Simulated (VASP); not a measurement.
# AlCu3 (Fm-3m) in VASP: vibrations by perturbation theory with LDA

Aim: the vibrations by perturbation theory of AlCu3 with LDA.

Program: VASP 6.6.1. These are calculated values, not measurements. Logs are shortened: lines on timing, memory, paths and dates and some standing lists are left out, and cuts for length are marked.

### 1 The cell of the first run

It takes space group Fm-3m (No. 225, cubic). The conventional cell has a = 5.700 Å, b = 5.700 Å, c = 5.700 Å, α = 90.00°, β = 90.00°, γ = 90.00°. Al (site symmetry m-3m) has 14 Cu at 2.47 to 2.85 Å within 3.3 Å. Cu (site symmetry m-3m) has 8 Cu at 2.47 Å and 6 Al at 2.85 Å within 3.3 Å. Cu (site symmetry -43m) has 4 Al at 2.47 Å and 10 Cu at 2.47 to 2.85 Å within 3.3 Å.

### 2 Vibrations by perturbation theory, LDA

INCAR reads:

```
SYSTEM = AlCu3
PREC = Accurate ; ENCUT = 520
EDIFF = 1E-8 ; ISMEAR = -1
SIGMA = 0.15 ; LREAL = .False.
LASPH = .True. ; NELM = 60
ALGO = Normal ; ISIF = 2
LWAVE = .False. ; LCHARG = .False.
GGA = CA ; NBANDS = 26
IBRION = 8 ; NSW = 1
```

KPOINTS reads:

```
regular mesh
0
Gamma
  12 12 12
  0 0 0
```

POSCAR reads:

```
AlCu3
1.0
    0.0000000000      2.8500042414      2.8500042414
    2.8500042414      0.0000000000      2.8500042414
    2.8500042414      2.8500042414      0.0000000000
Al Cu
1 3
Direct
    0.0000000000      0.0000000000      0.0000000000
    0.5000000000      0.5000000000      0.5000000000
    0.2500000000      0.2500000000      0.2500000000
    0.7500000000      0.7500000000      0.7500000000
```

Potentials or basis: VASP PAW LDA potentials, release 64 (Al, Cu).

On the command line:

```
cat potpaw_LDA.64/Al/POTCAR potpaw_LDA.64/Cu/POTCAR > POTCAR
mpirun -np 1 vasp_std > vasp.out
```

OUTCAR:

```text
SYSTEM = AlCu3
   PREC = Accurate
   ENCUT = 520
   EDIFF = 1E-8
   ISMEAR = -1
   LREAL = .False.
   LASPH = .True.
   NELM = 60
   ISIF = 2
   GGA = CA
   IBRION = 8
   NSW = 1

 ion  position               nearest neighbor table
   1  0.000  0.000  0.000-   4 2.47   4 2.47   4 2.47   3 2.47   3 2.47   3 2.47   4 2.47   3 2.47
                             2 2.85   2 2.85   2 2.85   2 2.85   2 2.85   2 2.85
   2  0.500  0.500  0.500-   3 2.47   3 2.47   3 2.47   4 2.47   4 2.47   4 2.47   4 2.47   3 2.47
                             1 2.85   1 2.85   1 2.85   1 2.85   1 2.85   1 2.85
   3  0.250  0.250  0.250-   1 2.47   1 2.47   1 2.47   2 2.47   2 2.47   2 2.47   2 2.47   1 2.47

   4  0.750  0.750  0.750-   2 2.47   2 2.47   2 2.47   1 2.47   1 2.47   1 2.47   2 2.47   1 2.47

  LATTYP: Found a face centered cubic cell.
 ALAT       =     5.7000084828

  Lattice vectors:

 A1 = (   0.0000000000,   2.8500042414,   2.8500042414)
 A2 = (   2.8500042414,   0.0000000000,   2.8500042414)
 A3 = (   2.8500042414,   2.8500042414,   0.0000000000)

Analysis of symmetry for initial positions (statically):
=====================================================================
 Subroutine PRICEL returns:
 Original cell was already a primitive cell.

 Routine SETGRP: Setting up the symmetry group for a
 face centered cubic supercell.

 Subroutine GETGRP returns: Found 48 space group operations
 (whereof 48 operations were pure point group operations)
 out of a pool of 48 trial point group operations.

The static configuration has the point symmetry O_h .

Analysis of symmetry for dynamics (positions and initial velocities):
=====================================================================
 Subroutine PRICEL returns:
 Original cell was already a primitive cell.

 Routine SETGRP: Setting up the symmetry group for a
 face centered cubic supercell.

 Subroutine GETGRP returns: Found 48 space group operations
 (whereof 48 operations were pure point group operations)
[... 888 lines left out ...]

  FREE ENERGIE OF THE ION-ELECTRON SYSTEM (eV)
  ---------------------------------------------------
  free  energy   TOTEN  =       -19.0882486722 eV

  energy  without entropy=      -19.0140943053  energy(sigma->0) =      -19.05117149

[... ionic steps 2 to 9 ...]

--------------------------------------- Ionic step       10  -------------------------------------------

 Free energy of the ion-electron system (eV)
  ---------------------------------------------------
  ---------------------------------------------------
  free energy    TOTEN  =        -0.24373300 eV

  energy without entropy =       -0.24373300

------------------------ aborting loop because EDIFF is reached ----------------------------------------

 INTERNAL STRAIN TENSOR  FOR ION    3  DIRECTION 1   (eV/Angst):
 -----------------------------------------------------------------------------
    -0.00503  0.00000  0.00000
     0.00000  0.00511  0.03466
     0.00000  0.03466  0.00511

 INTERNAL STRAIN TENSOR FOR ION    4 for displacements in x,y,z  (eV/Angst):
          X           Y           Z          XY          YZ          ZX
  --------------------------------------------------------------------------------
  x    -0.00000     0.00000     0.00000     0.00000    -0.03466     0.00000
  y     0.00000    -0.00000     0.00000     0.00000     0.00000    -0.03466
  z     0.00000     0.00000    -0.00000    -0.03466     0.00000     0.00000

 SECOND DERIVATIVES (NOT SYMMETRIZED)
 ------------------------------------
               1X          1Y          1Z          2X          2Y          2Z          3X          3Y          3Z          4X          4Y          4Z
  1X    -7.729595    0.000000    0.000000    0.658832    0.000000    0.000000    3.535381    0.000000    0.000000    3.535381    0.000000    0.000000
  1Y     0.000000   -7.729595    0.000000    0.000000    0.658832    0.000000    0.000000    3.535381    0.000000    0.000000    3.535381    0.000000
  1Z     0.000000    0.000000   -7.729595    0.000000    0.000000    0.658832    0.000000    0.000000    3.535381    0.000000    0.000000    3.535381
  2X     0.670231    0.000000    0.000000   -6.788355    0.000000    0.000000    3.059062    0.000000    0.000000    3.059062    0.000000    0.000000
  2Y     0.000000    0.670231    0.000000    0.000000   -6.788355    0.000000    0.000000    3.059062    0.000000    0.000000    3.059062    0.000000
  2Z     0.000000    0.000000    0.670231    0.000000    0.000000   -6.788355    0.000000    0.000000    3.059062    0.000000    0.000000    3.059062
  3X     3.547265    0.000000    0.000000    3.061698    0.000000    0.000000   -6.621209    0.000000    0.000000    0.012246    0.000000   -0.000000
  3Y     0.000000    3.547265    0.000000    0.000000    3.061698    0.000000    0.000000   -6.621209    0.000000    0.000000    0.012246    0.000000
  3Z     0.000000    0.000000    3.547265    0.000000    0.000000    3.061698    0.000000    0.000000   -6.621209   -0.000000    0.000000    0.012246
  4X     3.547265    0.000000    0.000000    3.061698    0.000000    0.000000    0.012246    0.000000   -0.000000   -6.621209    0.000000    0.000000
  4Y     0.000000    3.547265    0.000000    0.000000    3.061698    0.000000    0.000000    0.012246    0.000000    0.000000   -6.621209    0.000000
  4Z     0.000000    0.000000    3.547265    0.000000    0.000000    3.061698   -0.000000    0.000000    0.012246    0.000000    0.000000   -6.621209

 Eigenvectors and eigenvalues of the dynamical matrix
 ----------------------------------------------------

   1 f  =    9.220772 THz    57.935820 2PiTHz  307.571849 cm-1    38.134032 meV
             X         Y         Z           dx          dy          dz
      0.000000  0.000000  0.000000     0.000000    0.000000   -0.885632
      2.850004  2.850004  2.850004     0.000000   -0.000000   -0.070716
      1.425002  1.425002  1.425002    -0.000000   -0.000000    0.324542
      4.275006  4.275006  4.275006     0.000000   -0.000000    0.324542
[... 71 lines left out ...]
  12 f/i=    0.006731 THz     0.042290 2PiTHz    0.224512 cm-1     0.027836 meV
             X         Y         Z           dx          dy          dz
      0.000000  0.000000  0.000000     0.207054    0.285668    0.003421
      2.850004  2.850004  2.850004     0.316972    0.437319    0.005238
      1.425002  1.425002  1.425002     0.317045    0.437421    0.005239
      4.275006  4.275006  4.275006     0.317045    0.437421    0.005239

--------------------------------------------------------------------------------------------------------

 ELASTIC MODULI CONTR FROM IONIC RELAXATION (kBar)
 Direction    XX          YY          ZZ          XY          YZ          ZX
 --------------------------------------------------------------------------------
 XX          -0.0000      0.0000      0.0000      0.0000     -0.0000      0.0000
 YY           0.0000     -0.0000     -0.0000     -0.0000      0.0000     -0.0000
 ZZ           0.0000     -0.0000     -0.0000     -0.0000      0.0000     -0.0000
 XY           0.0000     -0.0000     -0.0000     -0.0125      0.0000     -0.0000
 YZ          -0.0000      0.0000      0.0000      0.0000     -0.0125      0.0000
 ZX           0.0000     -0.0000     -0.0000     -0.0000      0.0000     -0.0125
 --------------------------------------------------------------------------------
```

OSZICAR:

```text
N       E                     dE             d eps       ncg     rms          rms(c)
DAV:   1     0.249486497797E+03    0.24949E+03   -0.15737E+04  3928   0.224E+03
[... 67 lines left out ...]
RMM:   9    -0.243733821457E+00    0.50930E-05   -0.37595E-09 22739   0.723E-04    0.677E-05
RMM:  10    -0.243733189598E+00    0.63186E-06   -0.10453E-08 25067   0.219E-04    0.309E-05
RMM:  11    -0.243733083238E+00    0.10636E-06   -0.28650E-09 23744   0.864E-05    0.122E-05
RMM:  12    -0.243733027452E+00    0.55786E-07   -0.10175E-08 21477   0.642E-05    0.414E-06
RMM:  13    -0.243733011961E+00    0.15491E-07   -0.54670E-09 23562   0.531E-05    0.248E-06
RMM:  14    -0.243732998745E+00    0.13215E-07   -0.71236E-09 25265   0.437E-05    0.115E-06
RMM:  15    -0.243733002069E+00   -0.33231E-08   -0.62691E-09 22629   0.410E-05    0.432E-07
 Linear response finished
```

Run time: 20 min. Hardware: 1 thread of Oxide Virtual Turin-like, shared host; peak memory 0.67 GiB.

What came out:

| Quantity | Value |
| --- | --- |
| Highest phonon frequency at Γ | 308 cm⁻¹ |

Phonon frequencies in cm⁻¹ (negative: imaginary):
```csv
q point,frequencies
"(0.000, 0.000, 0.000)",0 0 0 168 168 168 202 202 202 308 308 308
```
